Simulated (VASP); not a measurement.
# GaSb (P4/mmm) in VASP: notebook

Runs on GaSb. Level: PBE. Tasks: single point.

Everything below comes from runs of VASP 6.6.1. Logs are shortened: lines on timing, memory, paths and dates and some standing lists are left out, and cuts for length are marked.

## (1) The cell of the first run

The structure is tetragonal, space group P4/mmm (No. 123). The conventional cell has a = 3.026 Å, b = 3.026 Å, c = 6.203 Å, α = 90.00°, β = 90.00°, γ = 90.00°. Within 4.0 Å of Ga (site symmetry 4/mmm) lie 4 Ga at 3.03 Å and 2 Sb at 3.10 Å. Sb (site symmetry 4/mmm) has 4 Sb at 3.03 Å and 2 Ga at 3.10 Å within 4.0 Å.

## (2) Single point, PBE (In replaced by Ga, lengths x 0.957, strained)

Input file INCAR:

```
ALGO = Normal ; EDIFF = 1E-7
ENCUT = 520 ; GGA = PE
ISIF = 2 ; ISMEAR = 0
LASPH = T ; LCHARG = T
LELF = T ; LREAL = F
LVHAR = T ; LWAVE = F
NBANDS = 16 ; NELM = 80
PREC = Accurate ; SIGMA = 0.1
```

Input file KPOINTS:

```
k-points
0
Gamma
  14 14 8
```

Input file POSCAR:

```
GaSb
1.0
    3.0262928931      0.0000000000      0.0000000000
    0.0000000000      3.0262928931      0.0000000000
    0.0000000000      0.0000000000      6.2029769053
Ga Sb
1 1
Direct
    0.0000000000      0.0000000000      0.0000000000
    0.0000000000      0.0000000000      0.5000000000
```

Potentials or basis: VASP PAW PBE potentials, release 64 (Ga_d, Sb).

Launch:

```bash
$ cat potpaw_PBE.64/Ga_d/POTCAR potpaw_PBE.64/Sb/POTCAR > POTCAR
$ mpirun -np 1 vasp_std > vasp.out
```

OUTCAR:

```text
EDIFF = 1E-7
   ENCUT = 520
   GGA = PE
   ISIF = 2
   ISMEAR = 0
   LASPH = T
   LREAL = F
   NELM = 80
   PREC = Accurate

 ion  position               nearest neighbor table
   1  0.000  0.000  0.000-   2 3.10   2 3.10
   2  0.000  0.000  0.500-   1 3.10   1 3.10

  LATTYP: Found a simple tetragonal cell.
 ALAT       =     3.0262928931
 C/A-ratio  =     2.0496948327

  Lattice vectors:

 A1 = (   3.0262928931,   0.0000000000,   0.0000000000)
 A2 = (   0.0000000000,   3.0262928931,   0.0000000000)
 A3 = (   0.0000000000,   0.0000000000,   6.2029769053)

Analysis of symmetry for initial positions (statically):
=====================================================================
 Subroutine PRICEL returns:
 Original cell was already a primitive cell.

 Routine SETGRP: Setting up the symmetry group for a
 simple tetragonal supercell.

 Subroutine GETGRP returns: Found 16 space group operations
 (whereof 16 operations were pure point group operations)
 out of a pool of 16 trial point group operations.

The static configuration has the point symmetry D_4h.

Analysis of symmetry for dynamics (positions and initial velocities):
=====================================================================
 Subroutine PRICEL returns:
 Original cell was already a primitive cell.

 Routine SETGRP: Setting up the symmetry group for a
 simple tetragonal supercell.

 Subroutine GETGRP returns: Found 16 space group operations
 (whereof 16 operations were pure point group operations)
 out of a pool of 16 trial point group operations.

The dynamic configuration has the point symmetry D_4h.

 Subroutine INISYM returns: Found 16 space group operations
 (whereof 16 operations are pure point group operations),
 and found     1 'primitive' translations

----------------------------------------------------------------------------------------

                                     Primitive cell

  volume of cell :      56.8096

  direct lattice vectors                    reciprocal lattice vectors
     3.026292893  0.000000000  0.000000000     0.330437283  0.000000000  0.000000000
     0.000000000  3.026292893  0.000000000     0.000000000  0.330437283  0.000000000
     0.000000000  0.000000000  6.202976905     0.000000000  0.000000000  0.161212917

  length of vectors
     3.026292893  3.026292893  6.202976905     0.330437283  0.330437283  0.161212917

  position of ions in fractional coordinates (direct lattice)
     0.000000000  0.000000000  0.000000000
     0.000000000  0.000000000  0.500000000

  ion indices of the primitive-cell ions
   primitive index   ion index
                 1           1
                 2           2

----------------------------------------------------------------------------------------

 KPOINTS: k-points

Automatic generation of k-mesh.
 Grid dimensions read from file:
 generate k-points for:   14   14    8

 Generating k-lattice:

  Cartesian coordinates                     Fractional coordinates (reciprocal lattice)
     0.023602663  0.000000000  0.000000000     0.071428571  0.000000000  0.000000000
     0.000000000  0.023602663  0.000000000     0.000000000  0.071428571  0.000000000
     0.000000000  0.000000000  0.020151615     0.000000000  0.000000000  0.125000000

  Length of vectors
     0.023602663  0.023602663  0.020151615

  Shift w.r.t. Gamma in fractional coordinates (k-lattice)
     0.000000000  0.000000000  0.000000000

 Subroutine IBZKPT returns following result:
 ===========================================

 Found    180 irreducible k-points:

 Following reciprocal coordinates:
            Coordinates               Weight
  0.000000  0.000000  0.000000      1.000000
  0.071429  0.000000  0.000000      4.000000
  0.142857  0.000000  0.000000      4.000000
  0.214286  0.000000  0.000000      4.000000
  0.285714  0.000000  0.000000      4.000000
  0.357143  0.000000  0.000000      4.000000
[... 16 lines left out ...]
  0.285714  0.214286  0.000000      8.000000
  0.357143  0.214286  0.000000      8.000000
 [... further k-points ...]
   k-points           NKPTS =    180   k-points in BZ     NKDIM =    180   number of bands    NBANDS=     16
   number of dos      NEDOS =    301   number of ions     NIONS =      2
   total plane-waves  NPLWV =  27648
   dimension x,y,z NGX =    24 NGY =   24 NGZ =   48
   dimension x,y,z NGXF=    48 NGYF=   48 NGZF=   96
   ions per type =               1   1
   NGX,Y,Z   is equivalent  to a cutoff of  13.18, 13.18, 12.86 a.u.
   NGXF,Y,Z  is equivalent  to a cutoff of  26.37, 26.37, 25.73 a.u.
 SYSTEM =  unknown system
   PREC   = accura    normal or accurate (medium, high low for compatibility)
   ISTART =      0    job   : 0-new  1-cont  2-samecut
   ICHARG =      2    charge: 1-file 2-atom 10-const
   ISPIN  =      1    spin polarized calculation?
   LNONCOLLINEAR =      F non collinear calculations
   LSORBIT =      F    spin-orbit coupling
   LASPH  =      T    aspherical Exc in radial PAW
   ENCUT  =  520.0 eV  38.22 Ry    6.18 a.u.   5.63  5.63 11.53*2*pi/ulx,y,z
   NELM   =     80;   NELMIN=  2; NELMDL= -5     # of ELM steps
   EDIFF  = 0.1E-06   stopping-criterion for ELM
   LREAL  =      F    real-space projection
   EDIFFG = 0.1E-05   stopping-criterion for IOM
   NSW    =      0    number of steps for IOM
   IBRION =     -1    ionic relax: 0-MD 1-quasi-New 2-CG
   NFREE  =      0    steps in history (QN), initial steepest desc. (CG)
   ISIF   =      2    stress and relaxation
   ISYM   =      2    0-nonsym 1-usesym 2-fastsym
   POTIM  = 0.5000    time-step for ionic-motion
   TEBEG  =    0.0;   TEEND  =   0.0 temperature during run
   PSTRESS=    0.0 pullay stress
   NELECT =      18.0000    total number of electrons
   NUPDOWN=      -1.0000    fix difference up-down
   EMIN   =  10.00;   EMAX   =-10.00  energy-range for DOS
   EFERMI =   0.00;   METHOD = LEGACY
   ISMEAR =     0;   SIGMA  =   0.10  broadening in eV -4-tet -1-fermi 0-gaus
   EFERMI_NEDOS =   21; number of points for ismear=-14 and -15
   IALGO  =     38    algorithm
   IMIX   =      4    mixing-type and parameters
     AMIX     =   0.40;   BMIX     =  1.00
     AMIX_MAG =   1.60;   BMIX_MAG =  1.00
  volume/ion in A,a.u.               =      28.40       191.69
  Fermi-wavevector in a.u.,A,eV,Ry     =   1.116071  2.109067 16.947599  1.245613
  Thomas-Fermi vector in A             =   2.252681
   LORBIT       =      0    0 simple, 1 ext, 2 COOP (PROOUT), +10 PAW based schemes
   GGA     = PE    functional components
   LHFCALC =     F    Hartree Fock is set to
   AEXX    =    0.0000 exact exchange contribution
   IVDW    =     0    specifies the selected vdW correction
   LEPSILON=     F    determine dielectric tensor
   LRPA    =     F    only Hartree local field effects (RPA)
 non-spin polarized calculation
 Gauss-broadening in eV      SIGMA  =   0.10
  energy-cutoff  :      520.00
  volume of cell :       56.81
 maximum number of plane-waves:      1557
 NGX is ok and might be reduce to    24
   NGX = 11   NGY = 11   NGZ = 23

 number of electron      18.0000006 magnetization

 Free energy of the ion-electron system (eV)
  ---------------------------------------------------
  ext. energy  EPLUGINS =         0.00000000
  ---------------------------------------------------
  free energy    TOTEN  =        -6.69559958 eV

  energy without entropy =       -6.68811355  energy(sigma->0) =       -6.69185657

 E-fermi :   5.0036     XC(G=0):  -9.4503

 val. band max:        4.9977828260   @ k =   0.2143   0.2143   0.5000
 cond. band min:       5.0188815354   @ k =   0.3571   0.2143   0.3750
 fundamental gap:      0.0210987094
 Fermi energy:         5.0035772281

 k-point     1 :       0.0000    0.0000    0.0000
  band No.  band energies     occupation
      1      -9.9854      2.00000
      2      -9.9090      2.00000
      3      -9.7896      2.00000
      4      -9.7896      2.00000
      5      -9.7611      2.00000
      6      -6.7204      2.00000
[... 8 lines left out ...]
     15      13.1482      0.00000
     16      14.5801      0.00000

 k-point     2 :       0.0714    0.0000    0.0000
  band No.  band energies     occupation
      1      -9.9791      2.00000
      2      -9.9053      2.00000
      3      -9.7936      2.00000
      4      -9.7893      2.00000
      5      -9.7641      2.00000
      6      -6.6401      2.00000
[... 8 lines left out ...]
     15      13.5622      0.00000
     16      15.1907      0.00000

 k-point     3 :       0.1429    0.0000    0.0000
  band No.  band energies     occupation
      1      -9.9639      2.00000
      2      -9.8929      2.00000
      3      -9.8048      2.00000
      4      -9.7884      2.00000
      5      -9.7724      2.00000
      6      -6.4003      2.00000
[... 8 lines left out ...]
     15      13.9431      0.00000
     16      14.0508      0.00000

 k-point     4 :       0.2143    0.0000    0.0000
  band No.  band energies     occupation
      1      -9.9483      2.00000
      2      -9.8690      2.00000
      3      -9.8208      2.00000
      4      -9.7870      2.00000
      5      -9.7844      2.00000
      6      -6.0064      2.00000
[... 8 lines left out ...]
     15      13.8128      0.00000
     16      14.4535      0.00000

 k-point     5 :       0.2857    0.0000    0.0000
  band No.  band energies     occupation
      1      -9.9372      2.00000
      2      -9.8384      2.00000
      3      -9.8365      2.00000
      4      -9.7977      2.00000
      5      -9.7855      2.00000
      6      -5.4731      2.00000
[... 8 lines left out ...]
     15      14.2738      0.00000
     16      14.9417      0.00000

 k-point     6 :       0.3571    0.0000    0.0000
  band No.  band energies     occupation
      1      -9.9303      2.00000
      2      -9.8541      2.00000
      3      -9.8097      2.00000
      4      -9.8046      2.00000
      5      -9.7842      2.00000
      6      -4.8403      2.00000
[... 8 lines left out ...]
     15      14.7718      0.00000
     16      15.5464      0.00000

 k-point     7 :       0.4286    0.0000    0.0000
  band No.  band energies     occupation
      1      -9.9264      2.00000
      2      -9.8649      2.00000
      3      -9.8179      2.00000
      4      -9.7833      2.00000
      5      -9.7819      2.00000
      6      -4.2249      2.00000
[... 8 lines left out ...]
     15      15.1902      0.00000
     16      16.2439      0.00000

 k-point     8 :       0.5000    0.0000    0.0000
  band No.  band energies     occupation
      1      -9.9251      2.00000
      2      -9.8687      2.00000
      3      -9.8209      2.00000
      4      -9.7830      2.00000
      5      -9.7737      2.00000
      6      -3.9297      2.00000
[... 8 lines left out ...]
     15      15.4644      0.00000
     16      16.7262      0.00000

 k-point     9 :       0.0714    0.0714    0.0000
  band No.  band energies     occupation
      1      -9.9724      2.00000
      2      -9.9021      2.00000
      3      -9.7937      2.00000
      4      -9.7929      2.00000
      5      -9.7671      2.00000
      6      -6.5597      2.00000
[... 8 lines left out ...]
     15      14.2167      0.00000
     16      15.5851      0.00000
[... 172 lines left out ...]
 k-point    19 :       0.3571    0.1429    0.0000
  band No.  band energies     occupation
      1      -9.8951      2.00000
      2      -9.8519      2.00000
      3      -9.8262      2.00000
      4      -9.8005      2.00000
      5      -9.7984      2.00000
      6      -4.5188      2.00000
[... 8 lines left out ...]
     15      14.6293      0.00000
     16      15.4905      0.00000

 k-point    20 :       0.4286    0.1429    0.0000
  band No.  band energies     occupation
      1      -9.8918      2.00000
      2      -9.8626      2.00000
      3      -9.8352      2.00000
      4      -9.7973      2.00000
      5      -9.7769      2.00000
      6      -3.9017      2.00000
[... 8 lines left out ...]
     15      13.8745      0.00000
     16      16.0514      0.00000

 k-point    21 :       0.5000    0.1429    0.0000
  band No.  band energies     occupation
      1      -9.8907      2.00000
      2      -9.8663      2.00000
      3      -9.8384      2.00000
      4      -9.7969      2.00000
      5      -9.7684      2.00000
      6      -3.6051      2.00000
[... 8 lines left out ...]
     15      13.5366      0.00000
     16      16.5701      0.00000

 k-point    22 :       0.2143    0.2143    0.0000
  band No.  band energies     occupation
      1      -9.8799      2.00000
      2      -9.8591      2.00000
      3      -9.8192      2.00000
      4      -9.8153      2.00000
      5      -9.8125      2.00000
      6      -5.2919      2.00000
[... 8 lines left out ...]
     15      13.3218      0.00000
     16      14.4567      0.00000

 k-point    23 :       0.2857    0.2143    0.0000
  band No.  band energies     occupation
      1      -9.8642      2.00000
      2      -9.8345      2.00000
      3      -9.8328      2.00000
      4      -9.8260      2.00000
      5      -9.8150      2.00000
      6      -4.7575      2.00000
[... 8 lines left out ...]
     15      13.4832      0.00000
     16      14.2365      0.00000

 k-point    24 :       0.3571    0.2143    0.0000
  band No.  band energies     occupation
      1      -9.8601      2.00000
      2      -9.8497      2.00000
      3      -9.8431      2.00000
      4      -9.8133      2.00000
      5      -9.7944      2.00000
      6      -4.1220      2.00000
[... 8 lines left out ...]
     15      13.1250      0.00000
     16      14.0341      0.00000

 [... further k-points ...]
[... 5 lines left out ...]
  --------------------------------------------------------------------------------------
  -------------------------------------------------------------------------------------
  Total       -0.6373253     -0.6373253     -1.5756715      0.0000000      0.0000000      0.0000000
  in kB      -17.9742039    -17.9742039    -44.4379667      0.0000000      0.0000000      0.0000000
  external PRESSURE =     -26.7954582 kB  Pullay stress =       0.0000000 kB

 VOLUME and BASIS-vectors are now :
 -----------------------------------------------------------------------------
  energy-cutoff  :      520.00
  volume of cell :       56.81
      direct lattice vectors                 reciprocal lattice vectors
     3.026292893  0.000000000  0.000000000     0.330437283  0.000000000  0.000000000
     0.000000000  3.026292893  0.000000000     0.000000000  0.330437283  0.000000000
     0.000000000  0.000000000  6.202976905     0.000000000  0.000000000  0.161212917

 POSITION                                       TOTAL-FORCE (eV/Angst)
 -----------------------------------------------------------------------------------
      0.00000      0.00000      0.00000         0.000000      0.000000      0.000000
      0.00000      0.00000      3.10149         0.000000      0.000000      0.000000
 -----------------------------------------------------------------------------------
    total drift:                                0.000000     -0.000000     -0.000000

  FREE ENERGIE OF THE ION-ELECTRON SYSTEM (eV)
  ---------------------------------------------------
  free  energy   TOTEN  =        -6.6955995819 eV

  energy  without entropy=       -6.6881135504  energy(sigma->0) =       -6.69185657
```

It took 1.8 min on 1 thread of Intel Xeon Platinum 8259CL at 2.50GHz (Skylake/Cascade Lake), shared host; peak memory 0.3 GiB.

What came out:

```yaml
Free_energy: -6.6956 eV
Pressure: -2.7 GPa
Band_gap_on_the_k_mesh: zero (band 9 reaches 9.53 eV, above the bottom of band 10 at 3.45 eV)
```

Levels at points of the mesh, in eV from the Fermi level:
```csv
k point,band 5,band 6,band 7,band 8,band 9,band 10,band 11,band 12,band 13,band 14
"(0.00, 0.00, 0.00)",-14.76,-11.72,-7.11,-4.43,4.53,4.53,4.79,7.96,8.06,8.14
"(0.50, 0.00, 0.00)",-14.78,-8.93,-5.09,-4.13,-2.05,-1.44,3.04,6.84,7.08,10.36
"(0.50, 0.50, 0.00)",-14.70,-5.90,-2.86,-2.86,-0.91,0.20,0.93,0.93,2.84,5.99
"(0.00, 0.00, 0.50)",-14.76,-11.60,-8.11,-1.34,0.15,4.69,4.69,7.58,7.58,8.12
"(0.50, 0.00, 0.50)",-14.77,-8.82,-5.26,-4.92,-2.11,1.15,2.75,5.88,6.51,7.01
"(0.50, 0.50, 0.50)",-14.70,-5.78,-2.72,-2.72,-2.38,0.37,0.37,3.17,3.77,4.77
```

Caveat: the cell differs from its parent crystal (In replaced by Ga, lengths x 0.957, strained); spin-orbit coupling is left out, which moves the levels of the heavy elements.

## (3) Single point, PBE (In replaced by Ga, lengths x 0.957, strained)

Input file INCAR:

```
ALGO = Normal
EDIFF = 1E-6
ENCUT = 500
GGA = PE
GGA_COMPAT = False
ISIF = 2
ISMEAR = 0
LASPH = True
LCHARG = True
LELF = True
LREAL = False
LVHAR = True
LWAVE = False
NBANDS = 16
NELM = 120
PREC = Accurate
SIGMA = 0.1
```

Input file KPOINTS:

```
k-points
0
Gamma
  6 6 4
```

POSCAR is that of step 2.

Potentials or basis: VASP PAW PBE potentials, release 64 (Ga_d, Sb).

Launch:

```bash
$ cat potpaw_PBE.64/Ga_d/POTCAR potpaw_PBE.64/Sb/POTCAR > POTCAR
$ mpirun -np 1 vasp_std > vasp.out
```

Run time: 15 s. Hardware: 1 thread of Intel Xeon 6975P-C, shared host; peak memory 0.18 GiB.

It converged, with:

| Property | Result |
| --- | --- |
| Free energy | -6.7971 eV |
| Pressure | -2.2 GPa |
| Band gap on the k mesh | zero (band 9 reaches 9.65 eV, above the bottom of band 10 at 3.47 eV) |

Stress tensor (GPa, compression positive):
```
-0.62  0.00  0.00
 0.00 -0.62  0.00
 0.00  0.00 -5.24
```

Levels at points of the mesh, in eV from the Fermi level:
```
           k point  band 6  band 7  band 8  band 9  band 10  band 11  band 12  band 13
(0.00, 0.00, 0.00)  -11.50   -7.09   -4.28    4.76     4.76     4.90     8.16     8.16
(0.50, 0.00, 0.00)   -8.70   -4.88   -4.11   -1.90    -1.42     3.17     7.07     7.19
(0.50, 0.50, 0.00)   -5.67   -2.64   -2.64   -0.88     0.36     0.94     0.94     3.03
(0.00, 0.00, 0.50)  -11.36   -8.08   -1.18    0.23     4.94     4.94     7.58     7.58
(0.50, 0.00, 0.50)   -8.58   -5.23   -4.68   -2.11     1.32     2.83     6.03     6.60
(0.50, 0.50, 0.50)   -5.53   -2.48   -2.48   -2.33     0.37     0.37     3.39     3.93
```

Caveat: the cell differs from its parent crystal (In replaced by Ga, lengths x 0.957, strained); spin-orbit coupling is left out, which moves the levels of the heavy elements.
